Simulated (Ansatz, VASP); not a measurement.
## LaTaTl3 in VASP and in Ansatz

```
La Ta Tl
1.0
     5.41310    0.00000    0.00000
     0.00000    5.41310    0.00000
     0.00000    0.00000    5.41310
La Ta Tl
1 1 3
Cartesian
  2.7065 2.7065 2.7065
  0.0000 0.0000 0.0000
  2.7065 0.0000 0.0000
  0.0000 2.7065 0.0000
  0.0000 0.0000 2.7065
```

Change from the starting cell: species swapped into the RbCaBr3 type (Pm-3m, No. 221).

Alike in both runs: functional PBE; k mesh 8 × 8 × 8; occupations gaussian, width 0.1 eV; no spin polarisation.

Ansatz relaxed the structure, and its values are those at the end. VASP's run is a single point on that final structure, the one shown.

|  | VASP | Ansatz |
| --- | --- | --- |
| version | VASP 6.6.1 | Ansatz 0.2.0 |
| potentials or method | VASP PAW PBE potentials, release 64 (La, Ta_pv, Tl_d), cutoff 520 eV | scalar-relativistic, plane waves, PAW |
| valence electrons in the cell | 61 | 63 |

```csv
,VASP,Ansatz,Ansatz less VASP
gap on the k mesh at the Fermi level (eV),none,none,-
pressure (GPa),-0.1,0.0,+0.11
```

A gap of «none» marks a metal or a gap that the smearing closes. With one functional, cell and mesh, what is left measures potentials, basis and numerics. VASP's potentials hold 61 valence electrons a cell and Ansatz's 63, so a difference there can come from the potentials and not from the codes.

Neither program's run includes spin-orbit coupling.
